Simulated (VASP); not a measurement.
# OF3 (Pm-3n) in VASP: further runs, part 2 of 3

VASP 6.6.1. Earlier steps stand in the parts before.

**3. Single point, PBE+D3(BJ), collinear spin, ferromagnetic start**

This run uses another cell than the first one, of 10.83 Å³/atom.

Input file INCAR:

```
ALGO = Normal
EDIFF = 1E-6
ENCUT = 520
GGA = PE
ISIF = 2
ISMEAR = 0
ISPIN = 2
IVDW = 12
LASPH = T
LCHARG = F
LORBIT = 11
LREAL = F
LWAVE = F
MAGMOM = 1 1 1 1 1 1 1 1
NBANDS = 41
NELM = 150
PREC = Accurate
SIGMA = 0.1
```

Input file KPOINTS:

```
k-points
0
Gamma
  4 4 4
```

Input file POSCAR:

```
OF3
1.0
    4.4252752120      0.0000000000      0.0000000000
    0.0000000000      4.4252752120      0.0000000000
    0.0000000000      0.0000000000      4.4252752120
O F
2 6
Direct
    0.0000000000      0.0000000000      0.0000000000
    0.5000000000      0.5000000000      0.5000000000
    0.2500000000      0.0000000000      0.5000000000
    0.5000000000      0.7500000000      0.0000000000
    0.7500000000      0.0000000000      0.5000000000
    0.5000000000      0.2500000000      0.0000000000
    0.0000000000      0.5000000000      0.7500000000
    0.0000000000      0.5000000000      0.2500000000
```

Potentials or basis: VASP PAW PBE potentials, release 64 (O, F).

The run is started by

```
$ cat potpaw_PBE.64/O/POTCAR potpaw_PBE.64/F/POTCAR > POTCAR
$ mpirun -np 1 vasp_std > vasp.out
```

OUTCAR:

```text
EDIFF = 1E-6
   ENCUT = 520
   GGA = PE
   ISIF = 2
   ISMEAR = 0
   ISPIN = 2
   IVDW = 12
   LASPH = T
   LORBIT = 11
   LREAL = F
   NELM = 150
   PREC = Accurate
 IVDW          = 12

 ion  position               nearest neighbor table
   1  0.000  0.000  0.000-
   2  0.500  0.500  0.500-
   3  0.250  0.000  0.500-
   4  0.500  0.750  0.000-
   5  0.750  0.000  0.500-
   6  0.500  0.250  0.000-
   7  0.000  0.500  0.750-
   8  0.000  0.500  0.250-

  LATTYP: Found a simple cubic cell.
 ALAT       =     4.4252752120

  Lattice vectors:

 A1 = (   4.4252752120,   0.0000000000,   0.0000000000)
 A2 = (   0.0000000000,   4.4252752120,   0.0000000000)
 A3 = (   0.0000000000,   0.0000000000,   4.4252752120)

Analysis of symmetry for initial positions (statically):
=====================================================================
 Subroutine PRICEL returns:
 Original cell was already a primitive cell.

 Routine SETGRP: Setting up the symmetry group for a
 simple cubic supercell.

 Subroutine GETGRP returns: Found 48 space group operations
 (whereof 24 operations were pure point group operations)
 out of a pool of 48 trial point group operations.

The static configuration has the point symmetry T_h .
 The point group associated with its full space group is O_h .

Analysis of symmetry for dynamics (positions and initial velocities):
=====================================================================
 Subroutine PRICEL returns:
 Original cell was already a primitive cell.

 Routine SETGRP: Setting up the symmetry group for a
 simple cubic supercell.

 Subroutine GETGRP returns: Found 48 space group operations
 (whereof 24 operations were pure point group operations)
 out of a pool of 48 trial point group operations.

The dynamic configuration has the point symmetry T_h .
 The point group associated with its full space group is O_h .

Analysis of structural, dynamic, and magnetic symmetry:
=====================================================================
 Subroutine PRICEL returns:
 Original cell was already a primitive cell.

 Routine SETGRP: Setting up the symmetry group for a
 simple cubic supercell.

 Subroutine GETGRP returns: Found 48 space group operations
 (whereof 24 operations were pure point group operations)
 out of a pool of 48 trial point group operations.

The overall configuration has the point symmetry T_h .
 The point group associated with its full space group is O_h .

 Subroutine INISYM returns: Found 48 space group operations
 (whereof 24 operations are pure point group operations),
 and found     1 'primitive' translations

----------------------------------------------------------------------------------------

                                     Primitive cell

  volume of cell :      86.6604

  direct lattice vectors                    reciprocal lattice vectors
     4.425275212  0.000000000  0.000000000     0.225974646  0.000000000  0.000000000
     0.000000000  4.425275212  0.000000000     0.000000000  0.225974646  0.000000000
[... 92 lines left out ...]
   PSTRESS=    0.0 pullay stress
   NELECT =      54.0000    total number of electrons
   NUPDOWN=      -1.0000    fix difference up-down
   EMIN   =  10.00;   EMAX   =-10.00  energy-range for DOS
   EFERMI =   0.00;   METHOD = LEGACY
   ISMEAR =     0;   SIGMA  =   0.10  broadening in eV -4-tet -1-fermi 0-gaus
   EFERMI_NEDOS =   21; number of points for ismear=-14 and -15
   IALGO  =     38    algorithm
   IMIX   =      4    mixing-type and parameters
     AMIX     =   0.40;   BMIX     =  1.00
     AMIX_MAG =   1.60;   BMIX_MAG =  1.00
  volume/ion in A,a.u.               =      10.83        73.10
  Fermi-wavevector in a.u.,A,eV,Ry     =   1.398296  2.642396 26.602544  1.955232
  Thomas-Fermi vector in A             =   2.521468
   LORBIT       =     11    0 simple, 1 ext, 2 COOP (PROOUT), +10 PAW based schemes
   GGA     = PE    functional components
   LHFCALC =     F    Hartree Fock is set to
   AEXX    =    0.0000 exact exchange contribution
   IVDW    =    12    specifies the selected vdW correction
   LEPSILON=     F    determine dielectric tensor
   LRPA    =     F    only Hartree local field effects (RPA)
 spin polarized calculation
 Gauss-broadening in eV      SIGMA  =   0.10
  energy-cutoff  :      520.00
  volume of cell :       86.66
 maximum number of plane-waves:      2360
 NGX is ok and might be reduce to    36
   NGX = 17   NGY = 17   NGZ = 17

 number of electron      53.9999931 magnetization       9.9767805

 number of electron      53.9999931 magnetization      10.0021577

 Free energy of the ion-electron system (eV)
  ---------------------------------------------------
  ext. energy  EPLUGINS =         0.00000000
  ---------------------------------------------------
  free energy    TOTEN  =       -13.14051718 eV

  energy without entropy =      -13.07702364  energy(sigma->0) =      -13.10877041

 E-fermi :  -2.8141     XC(G=0):  -9.9790

 val. band max:       -2.8157865303   @ k =   0.5000   0.2500   0.0000
 cond. band min:      -2.7955455201   @ k =   0.5000   0.5000   0.0000
 fundamental gap:      0.0202410102
 Fermi energy:        -2.8140873374

 spin component 1

 k-point     1 :       0.0000    0.0000    0.0000
  band No.  band energies     occupation
      1     -25.0382      1.00000
      2     -24.1708      1.00000
      3     -24.1708      1.00000
      4     -23.3728      1.00000
      5     -23.3728      1.00000
      6     -23.3728      1.00000
[... 409 lines left out ...]
     38      14.1695      0.00000
     39      15.4792      0.00000
 Fermi energy:        -2.8140873374

 spin component 2

 k-point     1 :       0.0000    0.0000    0.0000
  band No.  band energies     occupation
      1     -23.4160      1.00000
      2     -22.5300      1.00000
      3     -22.5300      1.00000
      4     -21.6869      1.00000
      5     -21.6869      1.00000
      6     -21.6869      1.00000
[... 409 lines left out ...]
     38      14.9578      0.00000
     39      16.5677      0.00000
 [bands above 39 left out]

------------------------ aborting loop because EDIFF is reached ----------------------------------------

 Edisp (eV)   -0.53964

 E8    (eV) :    -0.1218

  FORCE on cell =-STRESS in cart. coord.  units (eV):
  Direction    XX          YY          ZZ          XY          YZ          ZX
  --------------------------------------------------------------------------------------
  -------------------------------------------------------------------------------------
  Total      -0.21053    -0.21053    -0.21053    -0.00000    -0.00000     0.00000
  in kB      -3.89222    -3.89222    -3.89222    -0.00000    -0.00000     0.00000
  external pressure =       -3.89 kB  Pullay stress =        0.00 kB

 VOLUME and BASIS-vectors are now :
 -----------------------------------------------------------------------------
  energy-cutoff  :      520.00
  volume of cell :       86.66
      direct lattice vectors                 reciprocal lattice vectors
     4.425275212  0.000000000  0.000000000     0.225974646  0.000000000  0.000000000
     0.000000000  4.425275212  0.000000000     0.000000000  0.225974646  0.000000000
     0.000000000  0.000000000  4.425275212     0.000000000  0.000000000  0.225974646

 POSITION                                       TOTAL-FORCE (eV/Angst)
 -----------------------------------------------------------------------------------
      0.00000      0.00000      0.00000         0.000000      0.000000     -0.000000
      2.21264      2.21264      2.21264         0.000000      0.000000     -0.000000
      1.10632      0.00000      2.21264         0.000000      0.000000      0.000000
      2.21264      3.31896      0.00000         0.000000      0.000000     -0.000000
      3.31896      0.00000      2.21264        -0.000000     -0.000000      0.000000
      2.21264      1.10632      0.00000        -0.000000      0.000000      0.000000
      0.00000      2.21264      3.31896         0.000000     -0.000000     -0.000000
      0.00000      2.21264      1.10632        -0.000000      0.000000      0.000000
 -----------------------------------------------------------------------------------
    total drift:                                0.000000      0.000000     -0.000000

  FREE ENERGIE OF THE ION-ELECTRON SYSTEM (eV)
  ---------------------------------------------------
  free  energy   TOTEN  =       -13.6801554888 eV

  energy  without entropy=      -13.6166619449  energy(sigma->0) =      -13.64840872

 total charge

# of ion       s       p       d       tot
------------------------------------------
    1        1.655   2.769   0.000   4.424
    2        1.655   2.769   0.000   4.424
    3        1.765   4.046   0.000   5.811
    4        1.765   4.046   0.000   5.811
    5        1.765   4.046   0.000   5.811
    6        1.765   4.046   0.000   5.811
    7        1.765   4.046   0.000   5.811
    8        1.765   4.046   0.000   5.811
--------------------------------------------------
tot         13.902  29.814   0.000  43.715

 magnetization (x)

# of ion       s       p       d       tot
------------------------------------------
    1        0.017   1.941   0.000   1.958
    2        0.017   1.941   0.000   1.958
    3        0.005   0.827   0.000   0.832
    4        0.005   0.827   0.000   0.832
    5        0.005   0.827   0.000   0.832
    6        0.005   0.827   0.000   0.832
    7        0.005   0.827   0.000   0.832
    8        0.005   0.827   0.000   0.832
--------------------------------------------------
tot          0.062   8.847   0.000   8.910
```

It took 80 s on 1 thread of Intel Xeon Platinum 8488C (Sapphire Rapids), shared host; peak memory 0.25 GiB.

What came out:

| Quantity | Value |
| --- | --- |
| Free energy | -13.6802 eV |
| Pressure | -0.4 GPa |
| Band gap on the k mesh | zero (filled and empty bands overlap) |
| Net moment | 10.00 μB per cell |
| Site moments | O +1.96; F +0.83 μB |
| Valence electrons inside the program's atomic spheres | O 4.42; F 5.81 |
| Dispersion energy per atom | -0.067 eV |

Caveat: the nearest neighbours stand farther apart than a usual bond.

**4. Relaxation of cell and atoms, PBE+D3(BJ), collinear spin, ferromagnetic start**

Input file INCAR:

```
SYSTEM = OF3
PREC = Accurate ; ENCUT = 600
EDIFF = 1E-6 ; ISMEAR = 0
SIGMA = 0.1 ; LREAL = .FALSE.
LASPH = .TRUE. ; NELM = 150
ALGO = Normal ; ISIF = 3
LWAVE = .FALSE. ; LCHARG = .FALSE.
ISPIN = 2 ; MAGMOM = 1 1 1 1 1 1 1 1
LORBIT = 11 ; GGA = PE
IVDW = 12 ; IBRION = 2
NSW = 90 ; EDIFFG = -0.04
```

Input file KPOINTS:

```
regular mesh
0
G
  4 4 4
  0 0 0
```

POSCAR: that of step 3 with these lines changed.

```diff
@@ -2,5 +2,5 @@
 1.0
-    4.4252752120      0.0000000000      0.0000000000
-    0.0000000000      4.4252752120      0.0000000000
-    0.0000000000      0.0000000000      4.4252752120
+    4.2499663100      0.0000000000      0.0000000000
+    0.0000000000      4.2499663100      0.0000000000
+    0.0000000000      0.0000000000      4.2499663100
 O F
```

The run is started by

```
$ cat potpaw_PBE.64/O/POTCAR potpaw_PBE.64/F/POTCAR > POTCAR
$ mpirun -np 1 vasp_std > vasp.out
```

Wall time 2.6 min (1 thread of Intel Xeon Platinum 8488C (Sapphire Rapids), shared host); peak memory 0.26 GiB.

It converged, with:

* Free energy: -13.6529 eV
* Relaxed volume: 10.81 Å³/atom
* Relaxed cell: a = 4.423 Å, b = 4.423 Å, c = 4.423 Å, α = 90.00°, β = 90.00°, γ = 90.00°
* Space group after relaxing (to 0.1 Å): Pm-3n (No. 223)
* Energy gained by relaxing: 27.1 meV/atom
* Ionic steps: 4
* Pressure after relaxing: 0.0 GPa
* Band gap on the k mesh: zero (filled and empty bands overlap)
* Net moment: 10.00 μB per cell
* Site moments: O +1.96; F +0.83 μB
* Valence electrons inside the program's atomic spheres: O 4.42; F 5.81
* Dispersion energy per atom: -0.068 eV

The path:
```csv
step,energy change (eV),largest force (eV/Å),pressure (GPa),volume (Å³)
1,0.0000,0.0000,8.10,76.76
2,-0.1820,0.0000,2.82,82.28
3,-0.2147,0.0000,-0.62,87.51
4,-0.2168,0.0000,-0.05,86.50
```

Final structure:
```
O F
1.0
     4.42262    0.00000    0.00000
     0.00000    4.42262    0.00000
     0.00000    0.00000    4.42262
O F
2 6
Direct
  0.00000 0.00000 0.00000
  0.50000 0.50000 0.50000
  0.25000 0.00000 0.50000
  0.50000 0.75000 0.00000
  0.75000 0.00000 0.50000
  0.50000 0.25000 0.00000
  0.00000 0.50000 0.75000
  0.00000 0.50000 0.25000
```

Levels at points of the mesh, in eV from the Fermi level:
Spin up:
| k point | band 29 | band 30 | band 31 | band 32 | band 33 | band 34 | band 35 | band 36 |
| --- | --- | --- | --- | --- | --- | --- | --- | --- |
| (0.00, 0.00, 0.00) | -1.16 | -0.54 | -0.54 | -0.54 | 12.42 | 18.68 | 18.68 | 18.84 |
| (0.50, 0.00, 0.00) | -1.11 | -1.11 | -0.57 | -0.57 | 14.66 | 14.66 | 18.47 | 18.47 |
| (0.50, 0.50, 0.00) | -1.25 | -1.21 | -1.21 | -0.61 | 15.91 | 16.28 | 16.31 | 16.31 |
| (0.50, 0.50, 0.50) | -1.59 | -1.59 | -1.59 | -1.59 | 17.00 | 17.00 | 17.00 | 17.00 |
Spin down:
```
           k point  band 19  band 20  band 21  band 22  band 23  band 24  band 25  band 26
(0.00, 0.00, 0.00)    -0.66    -0.66    -0.02    -0.02    -0.02     1.40     1.40     1.40
(0.50, 0.00, 0.00)    -0.40    -0.40    -0.35    -0.35     0.08     0.08     1.11     1.11
(0.50, 0.50, 0.00)    -0.73    -0.20     0.02     0.02     0.10     0.10     0.21     1.00
(0.50, 0.50, 0.50)    -0.18    -0.18    -0.07    -0.07    -0.07    -0.07    -0.07    -0.07
```

Caveat: the k points lie up to 0.36 Å⁻¹ apart in the final cell; the nearest neighbours stand farther apart than a usual bond.

(Part 2 of 3 ends here.)

The gap in the log of VASP goes by the Fermi energy; the results here count the filled bands.